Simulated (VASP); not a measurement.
# Pb (Fm-3m) in VASP: settings compared

The runs below take Pb through single point, with B3LYP, HSE06, LDA.

All numbers are computed with VASP 6.6.1; they aren't measurements. Logs are shortened: lines on timing, memory, paths and dates and some standing lists are left out, and cuts for length are marked.

**1. The cell of the first run**

It takes space group Fm-3m (No. 225, cubic). Conventional cell: a = 4.983 Å, b = 4.983 Å, c = 4.983 Å, α = 90.00°, β = 90.00°, γ = 90.00°. Pb (site symmetry m-3m) has 12 Pb at 3.52 Å within 4.6 Å.

**2. Single point, B3LYP**

Contents of POSCAR:

```
Pb
1.0
    0.0000000000      2.4914113386      2.4914113386
    2.4914113386      0.0000000000      2.4914113386
    2.4914113386      2.4914113386      0.0000000000
Pb
1
Direct
    0.0000000000      0.0000000000      0.0000000000
```

Contents of INCAR.step1:

```
  PREC = Accurate
  ENCUT = 520
  EDIFF = 1E-5
  ISMEAR = -1
  SIGMA = 0.05
  LREAL = F
  LASPH = T
  NELM = 100
  ALGO = Normal
  ISIF = 2
  LWAVE = T
  GGA = PE
  NBANDS = 13
```

Contents of INCAR.step2:

```
  PREC = Accurate
  ENCUT = 520
  EDIFF = 1E-6
  ISMEAR = -1
  SIGMA = 0.05
  LREAL = F
  LASPH = T
  NELM = 100
  ALGO = Normal
  ISIF = 2
  LWAVE = F
  LCHARG = T
  GGA = B3
  LHFCALC = T
  AEXX = 0.2
  AGGAX = 0.72
  AGGAC = 0.81
  ALDAC = 0.19
  PRECFOCK = Normal
  LELF = T
  LVHAR = T
  ISTART = 1
  NBANDS = 13
```

Contents of KPOINTS:

```
regular mesh
0
Gamma
  5 5 5
```

Potentials or basis: VASP PAW PBE potentials, release 64 (Pb_d).

On the command line:

```bash
$ cat potpaw_PBE.64/Pb_d/POTCAR > POTCAR
$ cp INCAR.step1 INCAR
$ mpirun -np 1 vasp_std > vasp.out
$ cp INCAR.step2 INCAR
$ mpirun -np 1 vasp_std > vasp.out
```

OUTCAR:

```text
PREC = Accurate
   ENCUT = 520
   EDIFF = 1E-6
   ISMEAR = -1
   LREAL = F
   LASPH = T
   NELM = 100
   ISIF = 2
   GGA = B3
   LHFCALC = T
   AEXX = 0.2
   PRECFOCK = Normal
   ISTART = 1

 ion  position               nearest neighbor table
   1  0.000  0.000  0.000-

  LATTYP: Found a face centered cubic cell.
 ALAT       =     4.9828226772

  Lattice vectors:

 A1 = (   0.0000000000,   2.4914113386,   2.4914113386)
 A2 = (   2.4914113386,   0.0000000000,   2.4914113386)
 A3 = (   2.4914113386,   2.4914113386,   0.0000000000)

Analysis of symmetry for initial positions (statically):
=====================================================================
 Subroutine PRICEL returns:
 Original cell was already a primitive cell.

 Routine SETGRP: Setting up the symmetry group for a
 face centered cubic supercell.

 Subroutine GETGRP returns: Found 48 space group operations
 (whereof 48 operations were pure point group operations)
 out of a pool of 48 trial point group operations.

The static configuration has the point symmetry O_h .

Analysis of symmetry for dynamics (positions and initial velocities):
=====================================================================
 Subroutine PRICEL returns:
 Original cell was already a primitive cell.

 Routine SETGRP: Setting up the symmetry group for a
 face centered cubic supercell.

 Subroutine GETGRP returns: Found 48 space group operations
 (whereof 48 operations were pure point group operations)
 out of a pool of 48 trial point group operations.

The dynamic configuration has the point symmetry O_h .

 Subroutine INISYM returns: Found 48 space group operations
 (whereof 48 operations are pure point group operations),
 and found     1 'primitive' translations

----------------------------------------------------------------------------------------

                                     Primitive cell

  volume of cell :      30.9290

  direct lattice vectors                    reciprocal lattice vectors
     0.000000000  2.491411339  2.491411339    -0.200689462  0.200689462  0.200689462
     2.491411339  0.000000000  2.491411339     0.200689462 -0.200689462  0.200689462
     2.491411339  2.491411339  0.000000000     0.200689462  0.200689462 -0.200689462

  length of vectors
     3.523387704  3.523387704  3.523387704     0.347604344  0.347604344  0.347604344

  position of ions in fractional coordinates (direct lattice)
     0.000000000  0.000000000  0.000000000
[... 76 lines left out ...]
   ISMEAR =    -1;   SIGMA  =   0.05  broadening in eV -4-tet -1-fermi 0-gaus
   EFERMI_NEDOS =   21; number of points for ismear=-14 and -15
   IALGO  =     38    algorithm
   IMIX   =      1    mixing-type and parameters
     AMIX     =   0.40;   BMIX     =  1.00
     AMIX_MAG =   1.60;   BMIX_MAG =  1.00
  volume/ion in A,a.u.               =      30.93       208.72
  Fermi-wavevector in a.u.,A,eV,Ry     =   1.256981  2.375350 21.497225  1.580001
  Thomas-Fermi vector in A             =   2.390662
   LORBIT       =      0    0 simple, 1 ext, 2 COOP (PROOUT), +10 PAW based schemes
   GGA     = B3    functional components
   LHFCALC =     T    Hartree Fock is set to
   PRECFOCK=normal    Normal, Fast or Accurate (Low or Medium for compatibility)
   ENCUT4O =  -1.0   cutoff for four orbital integrals eV
   NKREDX  =     1    reduce k-point grid by
   NKREDY  =     1    reduce k-point grid by
   NKREDZ  =     1    reduce k-point grid by
   AEXX    =    0.2000 exact exchange contribution
   HFSCREEN=    0.0000 screening length (either q_TF or 0.3 A-1)
   HFSCREENC=   0.0000 screening length for correlation (either q_TF or 0.3 A-1)
   ENCUTFOCK=  -1.0 apply spherical cutoff to Coloumb kernel
   IVDW    =     0    specifies the selected vdW correction
   LEPSILON=     F    determine dielectric tensor
   LRPA    =     F    only Hartree local field effects (RPA)
 non-spin polarized calculation
  energy-cutoff  :      520.00
  volume of cell :       30.93
 maximum number of plane-waves:       869
 NGX is ok and might be reduce to    28
  NGX = 20; NGY = 20; NGZ = 20

 number of electron      14.0000000 magnetization

 Free energy of the ion-electron system (eV)
  ---------------------------------------------------
  ext. energy  EPLUGINS =         0.00000000
  ---------------------------------------------------
  free energy    TOTEN  =        -3.66624150 eV

  energy without entropy =       -3.65352935  energy(sigma->0) =       -3.65988543

 E-fermi :   6.9308     XC(G=0):  -8.0187

 val. band max:        6.9052629616   @ k =  -0.4000   0.4000   0.2000
 cond. band min:       7.7733868161   @ k =  -0.2000   0.2000   0.0000
 fundamental gap:      0.8681238545
 Fermi energy:         6.9308159583

 k-point     1 :       0.0000    0.0000    0.0000
  band No.  band energies     occupation
      1     -11.6793      2.00000
      2     -11.6793      2.00000
      3     -11.6793      2.00000
      4     -11.5389      2.00000
      5     -11.5389      2.00000
      6      -5.7788      2.00000
      7      15.3051      0.00000
      8      15.3051      0.00000
      9      15.3051      0.00000
     10      18.1869      0.00000
     11      19.7275      0.00000
     12      20.6501      0.00000
     13      20.6501      0.00000
[... 130 lines left out ...]
  band No.  band energies     occupation
      1     -11.6831      2.00000
      2     -11.6701      2.00000
      3     -11.5621      2.00000
      4     -11.4689      2.00000
      5     -11.4073      2.00000
      6      -1.0313      2.00000
      7       5.0766      2.00000
      8       6.9053      1.25011
      9       9.3167      0.00000
     10      17.9610      0.00000
     11      19.0634      0.00000
     12      20.5234      0.00000
     13      24.3722      0.00000

------------------------ aborting loop because EDIFF is reached ----------------------------------------

  FORCE on cell =-STRESS in cart. coord.  units (eV):
  Direction    XX          YY          ZZ          XY          YZ          ZX
  --------------------------------------------------------------------------------------
  -------------------------------------------------------------------------------------
  Total        0.5173586      0.5173586      0.5173586      0.0000000      0.0000000      0.0000000
  in kB       26.8000697     26.8000697     26.8000697      0.0000000      0.0000000      0.0000000
  external PRESSURE =      26.8000697 kB  Pullay stress =       0.0000000 kB

 VOLUME and BASIS-vectors are now :
 -----------------------------------------------------------------------------
  energy-cutoff  :      520.00
  volume of cell :       30.93
      direct lattice vectors                 reciprocal lattice vectors
     0.000000000  2.491411339  2.491411339    -0.200689462  0.200689462  0.200689462
     2.491411339  0.000000000  2.491411339     0.200689462 -0.200689462  0.200689462
     2.491411339  2.491411339  0.000000000     0.200689462  0.200689462 -0.200689462

 POSITION                                       TOTAL-FORCE (eV/Angst)
 -----------------------------------------------------------------------------------
      0.00000      0.00000      0.00000         0.000000      0.000000      0.000000
 -----------------------------------------------------------------------------------
    total drift:                               -0.000000     -0.000000      0.000000

  FREE ENERGIE OF THE ION-ELECTRON SYSTEM (eV)
  ---------------------------------------------------
  free  energy   TOTEN  =        -3.6662415048 eV

  energy  without entropy=       -3.6535293502  energy(sigma->0) =       -3.65988543
```

OUTCAR.step1:

```text
PREC = Accurate
   ENCUT = 520
   EDIFF = 1E-5
   ISMEAR = -1
   LREAL = F
[... 359 lines left out ...]

 POSITION                                       TOTAL-FORCE (eV/Angst)
 -----------------------------------------------------------------------------------
      0.00000      0.00000      0.00000        -0.000000     -0.000000     -0.000000
 -----------------------------------------------------------------------------------
    total drift:                               -0.000000     -0.000000     -0.000000

  FREE ENERGIE OF THE ION-ELECTRON SYSTEM (eV)
  ---------------------------------------------------
  free  energy   TOTEN  =        -3.5289227583 eV

  energy  without entropy=       -3.5160413371  energy(sigma->0) =       -3.52248205
```

OSZICAR.step1:

```text
N       E                     dE             d eps       ncg     rms          rms(c)
DAV:   1     0.108412386751E+03    0.10841E+03   -0.71194E+03   265   0.126E+03
DAV:   2     0.207895724476E+01   -0.10633E+03   -0.10327E+03   280   0.317E+02
DAV:   3    -0.340006851833E+01   -0.54790E+01   -0.54592E+01   323   0.746E+01
DAV:   4    -0.353298327293E+01   -0.13291E+00   -0.13288E+00   335   0.127E+01
DAV:   5    -0.354059684551E+01   -0.76136E-02   -0.76134E-02   358   0.276E+00    0.523E-01
DAV:   6    -0.353111359872E+01    0.94832E-02   -0.13578E-02   338   0.204E+00    0.267E-01
DAV:   7    -0.352895717672E+01    0.21564E-02   -0.61126E-03   325   0.127E+00    0.950E-02
DAV:   8    -0.352892440257E+01    0.32774E-04   -0.46100E-04   364   0.337E-01    0.102E-02
DAV:   9    -0.352892275832E+01    0.16442E-05   -0.93077E-06   215   0.578E-02
   1 F= -.35289228E+01 E0= -.35224820E+01  d E =-.128814E-01
```

Wall time 6.2 min (1 thread of AMD EPYC 7R13 (Zen 3), shared host); peak memory 0.14 GiB.

What came out:

```
Free energy            : -3.6662 eV
Pressure               : 2.7 GPa
Band gap on the k mesh : zero (bands 7 and 8 overlap by 8.83 eV)
```

Caveat: the k points lie up to 0.44 Å⁻¹ apart, too coarse for converged energies and pressures of a metal; the PAW data sets were made with another functional, which shifts forces and pressure a little; spin-orbit coupling is left out, which moves the levels of the heavy elements.

**3. Single point, B3LYP**

This run uses another cell than the first one, of 31.54 Å³/atom.

Contents of POSCAR:

```
Pb
1.0
    0.0000000000      2.5075897876      2.5075897876
    2.5075897876      0.0000000000      2.5075897876
    2.5075897876      2.5075897876      0.0000000000
Pb
1
Direct
    0.0000000000      0.0000000000      0.0000000000
```

Contents of INCAR.step1:

```
SYSTEM = Pb
PREC = Accurate
ENCUT = 520
EDIFF = 1E-5
ISMEAR = -1
SIGMA = 0.05
LREAL = .False.
LASPH = .True.
NELM = 60
ALGO = Normal
ISIF = 2
LWAVE = .True.
LCHARG = .False.
GGA = PE
NBANDS = 13
```

Contents of INCAR.step2:

```
SYSTEM = Pb
PREC = Accurate
ENCUT = 520
EDIFF = 1E-6
ISMEAR = -1
SIGMA = 0.05
LREAL = .False.
LASPH = .True.
NELM = 60
ALGO = Normal
ISIF = 2
LWAVE = .False.
LCHARG = .False.
GGA = B3
LHFCALC = .True.
AEXX = 0.2
AGGAX = 0.72
AGGAC = 0.81
ALDAC = 0.19
PRECFOCK = Normal
ISTART = 1
NBANDS = 13
```

Contents of KPOINTS:

```
Automatic mesh
0
Gamma
  5 5 5
  0 0 0
```

Potentials or basis: VASP PAW PBE potentials, release 64 (Pb_d).

On the command line:

```bash
$ cat potpaw_PBE.64/Pb_d/POTCAR > POTCAR
$ cp INCAR.step1 INCAR
$ mpirun -np 1 vasp_std > vasp.out
$ cp INCAR.step2 INCAR
$ mpirun -np 1 vasp_std > vasp.out
```

Wall time 6.1 min (1 thread of AMD EPYC 7R13 (Zen 3), shared host); peak memory 0.14 GiB.

Results (log left out):

* Free energy: -3.6748 eV
* Pressure: 1.7 GPa
* Band gap on the k mesh: zero (bands 7 and 8 overlap by 8.64 eV)

Levels at points of the mesh, in eV from the Fermi level:
```tsv
k point	band 3	band 4	band 5	band 6	band 7	band 8	band 9	band 10	band 11	band 12
(0.00, 0.00, 0.00)	-18.62	-18.48	-18.48	-12.59	8.20	8.20	8.20	11.22	12.52	13.55
```

Caveat: the k points lie up to 0.43 Å⁻¹ apart, too coarse for converged energies and pressures of a metal; the PAW data sets were made with another functional, which shifts forces and pressure a little; spin-orbit coupling is left out, which moves the levels of the heavy elements.

**4. Single point, HSE06, non-collinear spin, zero start, spin-orbit coupling**

This run uses another cell than the first one, of 30.32 Å³/atom.

Contents of POSCAR:

```
Pb
1.0
    0.0000000000      2.4750200000      2.4750200000
    2.4750200000      0.0000000000      2.4750200000
    2.4750200000      2.4750200000      0.0000000000
Pb
1
Direct
    0.0000000000      0.0000000000      0.0000000000
```

Contents of INCAR.step1:

```
ALGO = Normal
EDIFF = 1E-5
ENCUT = 520
GGA = PE
GGA_COMPAT = False
ISIF = 2
ISMEAR = -1
LASPH = True
LCHARG = False
LORBIT = 11
LORBMOM = True
LREAL = False
LSORBIT = True
LWAVE = True
MAGMOM = 0 0 0
NBANDS = 25
NELM = 150
PREC = Accurate
SIGMA = 0.05
```

Contents of INCAR.step2:

```
ALGO = Normal
EDIFF = 1E-6
ENCUT = 520
GGA = PE
GGA_COMPAT = False
HFSCREEN = 0.2079
ISIF = 2
ISMEAR = -1
ISTART = 1
LASPH = True
LCHARG = False
LHFCALC = True
LORBIT = 11
LORBMOM = True
LREAL = False
LSORBIT = True
LWAVE = False
MAGMOM = 0 0 0
NBANDS = 25
NELM = 150
PREC = Accurate
PRECFOCK = Normal
SIGMA = 0.05
```

Contents of KPOINTS:

```
k-points
0
Gamma
  4 4 4
```

Potentials or basis: VASP PAW PBE potentials, release 64 (Pb_d).

On the command line:

```bash
$ cat potpaw_PBE.64/Pb_d/POTCAR > POTCAR
$ cp INCAR.step1 INCAR
$ mpirun -np 1 vasp_ncl > vasp.out
$ cp INCAR.step2 INCAR
$ mpirun -np 1 vasp_ncl > vasp.out
```

OUTCAR:

```text
EDIFF = 1E-6
   ENCUT = 520
   GGA = PE
   HFSCREEN = 0.2079
   ISIF = 2
   ISMEAR = -1
   ISTART = 1
   LASPH = True
   LHFCALC = True
   LORBIT = 11
   LREAL = False
   LSORBIT = True
   NELM = 150
   PREC = Accurate
   PRECFOCK = Normal

 ion  position               nearest neighbor table
   1  0.000  0.000  0.000-

  LATTYP: Found a face centered cubic cell.
 ALAT       =     4.9500400000

  Lattice vectors:

 A1 = (   0.0000000000,   2.4750200000,   2.4750200000)
 A2 = (   2.4750200000,   0.0000000000,   2.4750200000)
 A3 = (   2.4750200000,   2.4750200000,   0.0000000000)

Analysis of symmetry for initial positions (statically):
=====================================================================
 Subroutine PRICEL returns:
 Original cell was already a primitive cell.

 Routine SETGRP: Setting up the symmetry group for a
 face centered cubic supercell.

 Subroutine GETGRP returns: Found 48 space group operations
 (whereof 48 operations were pure point group operations)
 out of a pool of 48 trial point group operations.

The static configuration has the point symmetry O_h .

Analysis of symmetry for dynamics (positions and initial velocities):
=====================================================================
 Subroutine PRICEL returns:
 Original cell was already a primitive cell.
[... 420 lines left out ...]
  free  energy   TOTEN  =        -4.3897386778 eV

  energy  without entropy=       -4.3759874238  energy(sigma->0) =       -4.38286305

 orbital moment (x)

 # of ion     p       d       tot
 ----------------------------------------
  1         0.000   0.000   0.000
 ----------------------------------------
            0.000   0.000   0.000

 orbital moment (y)

 # of ion     p       d       tot
 ----------------------------------------
  1         0.000  -0.000   0.000
 ----------------------------------------
            0.000  -0.000   0.000

 orbital moment (z)

 # of ion     p       d       tot
 ----------------------------------------
  1         0.000  -0.000   0.000
 ----------------------------------------
            0.000  -0.000   0.000

 Spin-Orbit-Coupling matrix elements

 Ion:    1  E_soc:     -1.0051390
 l=   1
     0.0000000    -0.1027638    -0.1027638
    -0.1027638     0.0000000    -0.1027638
    -0.1027638    -0.1027638     0.0000000
 l=   2
     0.0000000    -0.0130380     0.0000000    -0.0130379    -0.0517215
    -0.0130380     0.0000000    -0.0387910    -0.0130378    -0.0129304
     0.0000000    -0.0387910     0.0000000    -0.0387909     0.0000000
    -0.0130379    -0.0130378    -0.0387909     0.0000000    -0.0129305
    -0.0517215    -0.0129304     0.0000000    -0.0129305     0.0000000
 l=   3
     0.0000000     0.0000000     0.0000000     0.0000000     0.0000000     0.0000000     0.0000000
     0.0000000     0.0000000     0.0000000     0.0000000     0.0000000     0.0000000     0.0000000
     0.0000000     0.0000000     0.0000000     0.0000000     0.0000000     0.0000000     0.0000000
     0.0000000     0.0000000     0.0000000     0.0000000     0.0000000     0.0000000     0.0000000
     0.0000000     0.0000000     0.0000000     0.0000000     0.0000000     0.0000000     0.0000000
     0.0000000     0.0000000     0.0000000     0.0000000     0.0000000     0.0000000     0.0000000
     0.0000000     0.0000000     0.0000000     0.0000000     0.0000000     0.0000000     0.0000000

 total charge

# of ion       s       p       d       tot
------------------------------------------
    1        1.403   0.747   9.820  11.970

 magnetization (x)

# of ion       s       p       d       tot
------------------------------------------
    1       -0.000   0.000   0.000   0.000

 magnetization (y)

# of ion       s       p       d       tot
------------------------------------------
    1        0.000   0.000  -0.000   0.000

 magnetization (z)

# of ion       s       p       d       tot
------------------------------------------
    1       -0.000  -0.000  -0.000  -0.000
```

It took 17 min on 1 thread of Intel Xeon Platinum 8259CL at 2.50GHz (Skylake/Cascade Lake), shared host; peak memory 0.34 GiB.

What came out:

```
Free energy                                           : -4.3897 eV
Pressure                                              : 0.2 GPa
Net moment                                            : 0.00 μB per cell
Valence electrons inside the program's atomic spheres : Pb 11.97
```

Moments on the atoms (μB; x, y, z):
```
Pb  0.00 0.00 0.00
```

Caveat: the k points lie up to 0.55 Å⁻¹ apart; the PAW data sets were made with another functional, which shifts forces and pressure a little.

(Continued in part 2 of 2.)

The gap in the log of VASP goes by the Fermi energy; the results here count the filled bands.